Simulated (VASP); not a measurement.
**Zr2TeSe: relaxation of cell and atoms with PBE**

Crystal: Zr2TeSe.

```
Zr Te Se
1.0
     4.05695    0.00000    0.00000
    -2.02848    3.51343    0.00000
     0.00000    0.00000    5.58382
Zr Te Se
2 1 1
Direct
  0.66667 0.33333 0.23634
  0.66667 0.33333 0.76366
  0.00000 0.00000 0.50000
  0.33333 0.66667 0.00000
```

```yaml
Program: VASP 6.6.1
Task: relaxation of cell and atoms
Functional: PBE
Potentials_or_basis: VASP PAW PBE potentials, release 64 (Zr_sv, Te, Se)
Cutoff: 600 eV
k_mesh: 6 × 6 × 4
Occupations: gaussian, width 0.1 eV
Spin: no spin polarisation
Dipole_correction: no
Further_INCAR_settings: ALGO = Normal; EDIFF = 1e-07; IBRION = 2; EDIFFG = -0.04; NSW = 90; ISIF = 3
```

```yaml
Relaxed_volume: 22.04 Å³/atom
Relaxed_cell: a = 3.634 Å, b = 3.634 Å, c = 7.708 Å, α = 90.00°, β = 90.00°, γ = 120.00°
Space_group_after_relaxing_to_0.05_Å: P-6m2 (No. 187)
Energy_gained_by_relaxing: 624.7 meV/atom
Ionic_steps: 17
Pressure_after_relaxing: -0.1 GPa
Band_gap_on_the_k_mesh: zero (band 18 reaches 9.91 eV, above the bottom of band 19 at 9.34 eV)
```

Forces in eV/Å, atoms in the order of the input:
```
Zr   0.000  0.000  0.003
Zr   0.000  0.000 -0.003
Te   0.000  0.000  0.000
Se   0.000  0.000  0.000
```

Stress tensor (GPa, compression positive):
```
-0.06  0.00  0.00
 0.00 -0.06  0.00
 0.00  0.00 -0.21
```

The path:
| step | energy change (eV) | largest force (eV/Å) | pressure (GPa) | volume (Å³) |
| --- | --- | --- | --- | --- |
| 1 | 0.0000 | 0.3816 | 27.25 | 79.59 |
| 2 | 0.1362 | 0.3535 | -13.42 | 124.95 |
| 3 | -1.3619 | 0.1150 | -1.86 | 98.11 |
| 4 | -1.3651 | 0.1012 | -1.18 | 97.35 |
| 5 | -1.3654 | 0.0942 | -0.83 | 96.97 |
| 6 | -1.4836 | 0.2554 | -0.82 | 95.96 |
| 7 | -1.8883 | 0.2599 | -0.02 | 92.21 |
| 8 | -2.3164 | 0.2179 | 7.87 | 82.02 |
| 9 | -2.4189 | 0.0916 | 3.17 | 86.51 |
| 10 | -2.4414 | 0.1438 | 5.04 | 84.50 |
| 11 | -2.4665 | 0.1420 | 0.71 | 87.03 |
| 12 | -2.4762 | 0.1373 | 2.12 | 86.15 |
| 13 | -2.4927 | 0.0953 | 1.07 | 87.09 |
| 14 | -2.4983 | 0.0514 | -0.06 | 88.18 |
| 15 | -2.4984 | 0.0556 | 0.05 | 88.08 |
| 16 | -2.4986 | 0.0417 | 0.01 | 88.10 |
| 17 | -2.4987 | 0.0028 | -0.11 | 88.17 |

Final structure:
```xyz
4
Lattice="3.6342 0.0000 0.0000 -1.8171 3.1473 0.0000 0.0000 0.0000 7.7083" Properties=species:S:1:pos:R:3 pbc="T T T"
Zr    1.8171    1.0491    1.8048
Zr    1.8171    1.0491    5.9035
Te    0.0000    0.0000    3.8542
Se    0.0000    2.0982    0.0000
```

Levels at points of the mesh, in eV from the Fermi level:
```csv
k point,band 14,band 15,band 16,band 17,band 18,band 19,band 20,band 21,band 22
"(0.00, 0.00, 0.00)",-3.20,-2.33,-0.54,-0.54,0.00,0.00,0.38,0.38,1.33
"(0.50, 0.00, 0.00)",-3.91,-3.85,-2.00,-1.94,-1.25,0.98,2.19,2.51,2.75
"(0.00, 0.00, 0.50)",-3.05,-1.59,-1.59,-0.76,0.06,0.60,0.60,0.89,0.89
"(0.50, 0.00, 0.50)",-4.26,-3.71,-2.52,-1.49,-1.20,1.32,2.22,2.52,2.79
```

It took 6.2 min on 1 thread of Intel(R) Xeon(R) 6975P-C (Granite Rapids), with other jobs on the host, peak memory 0.25 GiB.

Caveat: spin-orbit coupling is left out, which moves the levels of the heavy elements.
